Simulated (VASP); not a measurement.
# In2SbN (P4/mmm) in VASP: single point with PBE

Aim: the single point of In2SbN with PBE.

All numbers are computed with VASP 6.6.1; they aren't measurements. Logs are shortened: lines on timing, memory, paths and dates and some standing lists are left out, and cuts for length are marked.

## (1) The cell of the first run

The structure is tetragonal, space group P4/mmm (No. 123). The conventional cell has a = 4.228 Å, b = 4.228 Å, c = 5.442 Å, α = 90.00°, β = 90.00°, γ = 90.00°. Within 2.1 Å of In (site symmetry 4mm) lie 1 N at 1.61 Å. Sb (site symmetry 4/mmm) has 4 N at 2.99 Å and 8 In at 3.39 Å within 3.9 Å. N (site symmetry 4/mmm) has 2 In at 1.61 Å within 2.1 Å.

The cell was generated, and may not be a known phase.

## (2) Single point, PBE

Input file INCAR:

```
ALGO = Normal ; EDIFF = 1E-7
ENCUT = 520 ; GGA = PE
ISIF = 2 ; ISMEAR = 0
LASPH = T ; LCHARG = T
LELF = T ; LREAL = F
LVHAR = T ; LWAVE = F
NBANDS = 26 ; NELM = 80
PREC = Accurate ; SIGMA = 0.1
```

Input file KPOINTS:

```
k-points
0
Gamma
  4 4 4
```

Input file POSCAR:

```
In2SbN
1.0
    4.2284483700      0.0000000000      0.0000000000
    0.0000000000      4.2284483700      0.0000000000
    0.0000000000      0.0000000000      5.4424508400
In Sb N
2 1 1
Direct
    0.0000000000      0.0000000000      0.7048468800
    0.0000000000      0.0000000000      0.2951531200
    0.5000000000      0.5000000000      0.0000000000
    0.0000000000      0.0000000000      0.0000000000
```

Potentials or basis: VASP PAW PBE potentials, release 64 (In_d, Sb, N).

Run with:

```console
> cat potpaw_PBE.64/In_d/POTCAR potpaw_PBE.64/Sb/POTCAR potpaw_PBE.64/N/POTCAR > POTCAR
> mpirun -np 1 vasp_std > vasp.out
```

OUTCAR:

```text
EDIFF = 1E-7
   ENCUT = 520
   GGA = PE
   ISIF = 2
   ISMEAR = 0
   LASPH = T
   LREAL = F
   NELM = 80
   PREC = Accurate

 ion  position               nearest neighbor table
   1  0.000  0.000  0.705-   4 1.61   2 2.23   2 3.21   3 3.39   3 3.39   3 3.39   3 3.39
   2  0.000  0.000  0.295-   4 1.61   1 2.23   1 3.21   3 3.39   3 3.39   3 3.39   3 3.39
   3  0.500  0.500  0.000-   1 3.39   2 3.39   1 3.39   2 3.39   1 3.39   2 3.39   1 3.39   2 3.39

   4  0.000  0.000  0.000-   1 1.61   2 1.61

  LATTYP: Found a simple tetragonal cell.
 ALAT       =     4.2284483700
 C/A-ratio  =     1.2871035339

  Lattice vectors:

 A1 = (   4.2284483700,   0.0000000000,   0.0000000000)
 A2 = (   0.0000000000,   4.2284483700,   0.0000000000)
 A3 = (   0.0000000000,   0.0000000000,   5.4424508400)

Analysis of symmetry for initial positions (statically):
=====================================================================
 Subroutine PRICEL returns:
 Original cell was already a primitive cell.

 Routine SETGRP: Setting up the symmetry group for a
 simple tetragonal supercell.

 Subroutine GETGRP returns: Found 16 space group operations
 (whereof 16 operations were pure point group operations)
 out of a pool of 16 trial point group operations.

The static configuration has the point symmetry D_4h.

Analysis of symmetry for dynamics (positions and initial velocities):
=====================================================================
 Subroutine PRICEL returns:
 Original cell was already a primitive cell.

 Routine SETGRP: Setting up the symmetry group for a
 simple tetragonal supercell.

 Subroutine GETGRP returns: Found 16 space group operations
 (whereof 16 operations were pure point group operations)
 out of a pool of 16 trial point group operations.

The dynamic configuration has the point symmetry D_4h.

 Subroutine INISYM returns: Found 16 space group operations
 (whereof 16 operations are pure point group operations),
 and found     1 'primitive' translations

----------------------------------------------------------------------------------------

                                     Primitive cell

  volume of cell :      97.3098

  direct lattice vectors                    reciprocal lattice vectors
     4.228448370  0.000000000  0.000000000     0.236493369  0.000000000  0.000000000
     0.000000000  4.228448370  0.000000000     0.000000000  0.236493369  0.000000000
     0.000000000  0.000000000  5.442450840     0.000000000  0.000000000  0.183740750

  length of vectors
     4.228448370  4.228448370  5.442450840     0.236493369  0.236493369  0.183740750

  position of ions in fractional coordinates (direct lattice)
     0.000000000  0.000000000  0.704846880
     0.000000000  0.000000000  0.295153120
     0.500000000  0.500000000  0.000000000
     0.000000000  0.000000000  0.000000000

  ion indices of the primitive-cell ions
   primitive index   ion index
                 1           1
                 2           2
                 3           3
                 4           4

----------------------------------------------------------------------------------------

 KPOINTS: k-points

Automatic generation of k-mesh.
 Grid dimensions read from file:
 generate k-points for:    4    4    4

 Generating k-lattice:

  Cartesian coordinates                     Fractional coordinates (reciprocal lattice)
     0.059123342  0.000000000  0.000000000     0.250000000  0.000000000  0.000000000
     0.000000000  0.059123342  0.000000000     0.000000000  0.250000000  0.000000000
     0.000000000  0.000000000  0.045935188     0.000000000  0.000000000  0.250000000

  Length of vectors
     0.059123342  0.059123342  0.045935188

  Shift w.r.t. Gamma in fractional coordinates (k-lattice)
     0.000000000  0.000000000  0.000000000

 Subroutine IBZKPT returns following result:
 ===========================================

 Found     18 irreducible k-points:

 Following reciprocal coordinates:
            Coordinates               Weight
  0.000000  0.000000  0.000000      1.000000
  0.250000  0.000000  0.000000      4.000000
  0.500000  0.000000  0.000000      2.000000
  0.250000  0.250000  0.000000      4.000000
  0.500000  0.250000  0.000000      4.000000
  0.500000  0.500000  0.000000      1.000000
[... 10 lines left out ...]
  0.500000  0.250000  0.500000      4.000000
  0.500000  0.500000  0.500000      1.000000
   k-points           NKPTS =     18   k-points in BZ     NKDIM =     18   number of bands    NBANDS=     26
   number of dos      NEDOS =    301   number of ions     NIONS =      4
   total plane-waves  NPLWV =  40960
   dimension x,y,z NGX =    32 NGY =   32 NGZ =   40
   dimension x,y,z NGXF=    64 NGYF=   64 NGZF=   80
   ions per type =               2   1   1
   NGX,Y,Z   is equivalent  to a cutoff of  12.58, 12.58, 12.22 a.u.
   NGXF,Y,Z  is equivalent  to a cutoff of  25.16, 25.16, 24.44 a.u.
 SYSTEM =  unknown system
   PREC   = accura    normal or accurate (medium, high low for compatibility)
   ISTART =      0    job   : 0-new  1-cont  2-samecut
   ICHARG =      2    charge: 1-file 2-atom 10-const
   ISPIN  =      1    spin polarized calculation?
   LNONCOLLINEAR =      F non collinear calculations
   LSORBIT =      F    spin-orbit coupling
   LASPH  =      T    aspherical Exc in radial PAW
   ENCUT  =  520.0 eV  38.22 Ry    6.18 a.u.   7.86  7.86 10.12*2*pi/ulx,y,z
   NELM   =     80;   NELMIN=  2; NELMDL= -5     # of ELM steps
   EDIFF  = 0.1E-06   stopping-criterion for ELM
   LREAL  =      F    real-space projection
   EDIFFG = 0.1E-05   stopping-criterion for IOM
   NSW    =      0    number of steps for IOM
   IBRION =     -1    ionic relax: 0-MD 1-quasi-New 2-CG
   NFREE  =      0    steps in history (QN), initial steepest desc. (CG)
   ISIF   =      2    stress and relaxation
   ISYM   =      2    0-nonsym 1-usesym 2-fastsym
   POTIM  = 0.5000    time-step for ionic-motion
   TEBEG  =    0.0;   TEEND  =   0.0 temperature during run
   PSTRESS=    0.0 pullay stress
   NELECT =      36.0000    total number of electrons
   NUPDOWN=      -1.0000    fix difference up-down
   EMIN   =  10.00;   EMAX   =-10.00  energy-range for DOS
   EFERMI =   0.00;   METHOD = LEGACY
   ISMEAR =     0;   SIGMA  =   0.10  broadening in eV -4-tet -1-fermi 0-gaus
   EFERMI_NEDOS =   21; number of points for ismear=-14 and -15
   IALGO  =     38    algorithm
   IMIX   =      4    mixing-type and parameters
     AMIX     =   0.40;   BMIX     =  1.00
     AMIX_MAG =   1.60;   BMIX_MAG =  1.00
  volume/ion in A,a.u.               =      24.33       164.17
  Fermi-wavevector in a.u.,A,eV,Ry     =   1.175232  2.220866 18.791950  1.381169
  Thomas-Fermi vector in A             =   2.311616
   LORBIT       =      0    0 simple, 1 ext, 2 COOP (PROOUT), +10 PAW based schemes
   GGA     = PE    functional components
   LHFCALC =     F    Hartree Fock is set to
   AEXX    =    0.0000 exact exchange contribution
   IVDW    =     0    specifies the selected vdW correction
   LEPSILON=     F    determine dielectric tensor
   LRPA    =     F    only Hartree local field effects (RPA)
 non-spin polarized calculation
 Gauss-broadening in eV      SIGMA  =   0.10
  energy-cutoff  :      520.00
  volume of cell :       97.31
 maximum number of plane-waves:      2652
 NGX is ok and might be reduce to    32
   NGX = 15   NGY = 15   NGZ = 21

 number of electron      36.0000031 magnetization

 Free energy of the ion-electron system (eV)
  ---------------------------------------------------
  ext. energy  EPLUGINS =         0.00000000
  ---------------------------------------------------
  free energy    TOTEN  =        -6.94601613 eV

  energy without entropy =       -6.92478831  energy(sigma->0) =       -6.93540222

 E-fermi :   6.5415     XC(G=0):  -9.4726

 val. band max:        6.5353589686   @ k =   0.5000   0.2500   0.5000
 cond. band min:       6.6131308960   @ k =   0.5000   0.0000   0.0000
 fundamental gap:      0.0777719274
 Fermi energy:         6.5415407916

 k-point     1 :       0.0000    0.0000    0.0000
  band No.  band energies     occupation
      1     -13.8154      2.00000
      2      -9.9405      2.00000
      3      -9.9405      2.00000
      4      -9.9113      2.00000
      5      -8.9904      2.00000
      6      -8.9492      2.00000
[... 18 lines left out ...]
     25      11.2307      0.00000
     26      13.3388      0.00000

 k-point     2 :       0.2500    0.0000    0.0000
  band No.  band energies     occupation
      1     -13.8075      2.00000
      2      -9.9570      2.00000
      3      -9.9380      2.00000
      4      -9.9087      2.00000
      5      -8.9747      2.00000
      6      -8.9580      2.00000
[... 18 lines left out ...]
     25      12.9686      0.00000
     26      13.3280      0.00000

 k-point     3 :       0.5000    0.0000    0.0000
  band No.  band energies     occupation
      1     -13.7997      2.00000
      2      -9.9732      2.00000
      3      -9.9355      2.00000
      4      -9.9061      2.00000
      5      -8.9667      2.00000
      6      -8.9593      2.00000
[... 18 lines left out ...]
     25      12.6684      0.00000
     26      13.4470      0.00000

 k-point     4 :       0.2500    0.2500    0.0000
  band No.  band energies     occupation
      1     -13.8003      2.00000
      2      -9.9547      2.00000
      3      -9.9517      2.00000
      4      -9.9062      2.00000
      5      -8.9706      2.00000
      6      -8.9578      2.00000
[... 18 lines left out ...]
     25      13.0694      0.00000
     26      13.2779      0.00000

 k-point     5 :       0.5000    0.2500    0.0000
  band No.  band energies     occupation
      1     -13.7929      2.00000
      2      -9.9682      2.00000
      3      -9.9494      2.00000
      4      -9.9038      2.00000
      5      -8.9831      2.00000
      6      -8.9412      2.00000
[... 18 lines left out ...]
     25      13.1449      0.00000
     26      15.1764      0.00000

 k-point     6 :       0.5000    0.5000    0.0000
  band No.  band energies     occupation
      1     -13.7861      2.00000
      2      -9.9630      2.00000
      3      -9.9630      2.00000
      4      -9.9014      2.00000
      5      -8.9992      2.00000
      6      -8.9233      2.00000
[... 253 lines left out ...]
 k-point    15 :       0.5000    0.0000    0.5000
  band No.  band energies     occupation
      1     -12.7989      2.00000
      2     -11.8246      2.00000
      3      -9.6320      2.00000
      4      -9.6159      2.00000
      5      -8.9617      2.00000
      6      -8.9494      2.00000
[... 18 lines left out ...]
     25      13.4359      0.00000
     26      13.7912      0.00000

 k-point    16 :       0.2500    0.2500    0.5000
  band No.  band energies     occupation
      1     -12.8001      2.00000
      2     -11.8246      2.00000
      3      -9.6240      2.00000
      4      -9.6235      2.00000
      5      -8.9513      2.00000
      6      -8.9446      2.00000
[... 18 lines left out ...]
     25      13.0569      0.00000
     26      14.4891      0.00000

 k-point    17 :       0.5000    0.2500    0.5000
  band No.  band energies     occupation
      1     -12.7884      2.00000
      2     -11.8241      2.00000
      3      -9.6310      2.00000
      4      -9.6230      2.00000
      5      -8.9593      2.00000
      6      -8.9523      2.00000
[... 18 lines left out ...]
     25      13.1445      0.00000
     26      14.8856      0.00000

 k-point    18 :       0.5000    0.5000    0.5000
  band No.  band energies     occupation
      1     -12.7777      2.00000
      2     -11.8236      2.00000
      3      -9.6300      2.00000
      4      -9.6300      2.00000
      5      -8.9691      2.00000
      6      -8.9417      2.00000
[... 18 lines left out ...]
     25      13.6512      0.00000
     26      15.7332      0.00000

------------------------ aborting loop because EDIFF is reached ----------------------------------------

  FORCE on cell =-STRESS in cart. coord.  units (eV):
  Direction    XX          YY          ZZ          XY          YZ          ZX
  --------------------------------------------------------------------------------------
  -------------------------------------------------------------------------------------
  Total        1.7245457      1.7245457     75.4837969      0.0000000      0.0000000     -0.0000000
  in kB       28.3941401     28.3941401   1242.8185898      0.0000000      0.0000000     -0.0000000
  external PRESSURE =     433.2022900 kB  Pullay stress =       0.0000000 kB

 VOLUME and BASIS-vectors are now :
 -----------------------------------------------------------------------------
  energy-cutoff  :      520.00
  volume of cell :       97.31
      direct lattice vectors                 reciprocal lattice vectors
     4.228448370  0.000000000  0.000000000     0.236493369  0.000000000  0.000000000
     0.000000000  4.228448370  0.000000000     0.000000000  0.236493369  0.000000000
     0.000000000  0.000000000  5.442450840     0.000000000  0.000000000  0.183740750

 POSITION                                       TOTAL-FORCE (eV/Angst)
 -----------------------------------------------------------------------------------
      0.00000      0.00000      3.83609        -0.000000      0.000000    -10.746337
      0.00000      0.00000      1.60636         0.000000     -0.000000     10.746337
      2.11422      2.11422      0.00000        -0.000000      0.000000     -0.000000
      0.00000      0.00000      0.00000        -0.000000      0.000000     -0.000000
 -----------------------------------------------------------------------------------
    total drift:                               -0.000000      0.000000     -0.000000

  FREE ENERGIE OF THE ION-ELECTRON SYSTEM (eV)
  ---------------------------------------------------
  free  energy   TOTEN  =        -6.9460161255 eV

  energy  without entropy=       -6.9247883126  energy(sigma->0) =       -6.93540222
```

It took 66 s on 1 thread of Intel Xeon Platinum 8259CL at 2.50GHz (Skylake/Cascade Lake), shared host; peak memory 0.21 GiB.

Results:

```yaml
Free_energy: -6.9460 eV
Pressure: 43.3 GPa
Largest_force: 10.746 eV/Å
Band_gap_on_the_k_mesh: zero (bands 18 and 19 overlap by 2.64 eV)
```

Forces in eV/Å, atoms in the order of the input:
```
In    0.000   0.000 -10.746
In    0.000   0.000  10.746
Sb    0.000   0.000   0.000
N     0.000   0.000   0.000
```

Caveat: the k points lie up to 0.37 Å⁻¹ apart, too coarse for converged energies and pressures of a metal; spin-orbit coupling is left out, which moves the levels of the heavy elements; forces of over 1 eV/Å act on the atoms, so gaps and moduli don't describe the material at rest.

The gap in the log of VASP goes by the Fermi energy; the results here count the filled bands.